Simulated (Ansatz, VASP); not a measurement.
# One calculation of MnO2, two programs

The input INCAR:

```
SYSTEM = MnO2
  PREC = Accurate
  ENCUT = 520
  EDIFF = 1E-6
  ISMEAR = 0
  SIGMA = 0.05
  LREAL = .False.
  LASPH = .True.
  NELM = 150
  ALGO = Normal
  ISIF = 2
  LWAVE = .False.
  LCHARG = .False.
  ISPIN = 2
  MAGMOM = 0.5 0 0
  LORBIT = 11
  LMAXMIX = 4
  LDAU = .True.
  LDAUTYPE = 2
  LDAUL = 2 -1
  LDAUU = 3.9 0
  LDAUJ = 0 0
  LDAUPRINT = 1
  GGA = PE
  NBANDS = 24
```

KPOINTS

```
regular mesh
0
Gamma
  10 10 6
  0 0 0
```

Contents of POSCAR:

```
MnO2
1.0
    2.9203003366      0.0000000000      0.0000000000
   -1.4601501683      2.5290542782      0.0000000000
    0.0000000000      0.0000000000      5.5070216066
Mn O
1 2
Direct
    0.0000000000      0.0000000000      0.0000000000
    0.3333333333      0.6666666667      0.1728657965
    0.6666666667      0.3333333333      0.8271342035
```

Input for Ansatz:

```yaml
crystal:
  lattice:
    - [2.9203003366, 0.0, 0.0]
    - [-1.4601501683, 2.5290542782, 0.0]
    - [0.0, 0.0, 5.5070216066]
  atoms:
    - { symbol: Mn, position: [0.0, 0.0, 0.0], spin: 0.5 }
    - { symbol: O, position: [0.3333333333, 0.6666666667, 0.1728657965] }
    - { symbol: O, position: [0.6666666667, 0.3333333333, 0.8271342035] }
basis:
  ecutwfc: 420
  ecutrho_ratio: 4
kpoints:
  mp_grid: { grid: [10, 10, 6] }
hamiltonian:
  xc: pbe
  hubbard: { sites: [{ species: Mn, l: d, u_eff: 3.9 }] }
scf:
  occupations: { method: gaussian, width: 0.05 }
  lower_state_search: "off"
output:
  forces: true
  stress: true
  eigenvalues: true
  populations: true
  hubbard: { sites: [{ species: Mn, l: d }] }
magnetization:
  spin_polarized: true
checkpoint:
  read: start.run
  write: ck
  compress: false
  write_wavefunctions: false
  write_every: 100000
```

Alike in both runs: task single point; functional PBE; k mesh 10 × 10 × 6; occupations gaussian, width 0.05 eV; collinear spin; Hubbard terms Mn d U = 3.9 eV.

|  | VASP | Ansatz |
| --- | --- | --- |
| version | VASP 6.6.1 | Ansatz 0.2.0 |
| potentials or method | VASP PAW PBE potentials, release 64 (Mn_pv, O), cutoff 520 eV | scalar-relativistic, plane waves, PAW |
| valence electrons in the cell | 25 | 27 |

|  | VASP | Ansatz | Ansatz less VASP |
| --- | --- | --- | --- |
| gap on the k mesh at the Fermi level (eV) | 1.86 | 1.84 | -0.020 |
| least direct gap on the mesh (eV) | 2.03 | 2.01 | -0.017 |
| pressure (GPa) | 0.3 | 0.0 | -0.36 |
| traceless stress, the component that is largest in VASP (GPa) | 0.12 | 0.02 | -0.101 |
| rms of the force components (eV/Å) | 0.040 | 0.000 | -0.0404 |
| net moment per atom (μB) | 1.00 | 1.00 | 0.000 |
| size of the moment on the site where the two differ most (μB) | 3.24 | 2.86 | -0.374 |

Site moments also hang on the region over which each program counts them. The programs project onto different local orbitals, so the same U acts differently, and such runs can settle in different states. Atom by atom the forces differ by 0.041 eV/Å (rms over components). VASP's potentials hold 25 valence electrons a cell and Ansatz's 27, so a difference there can come from the potentials and not from the codes.
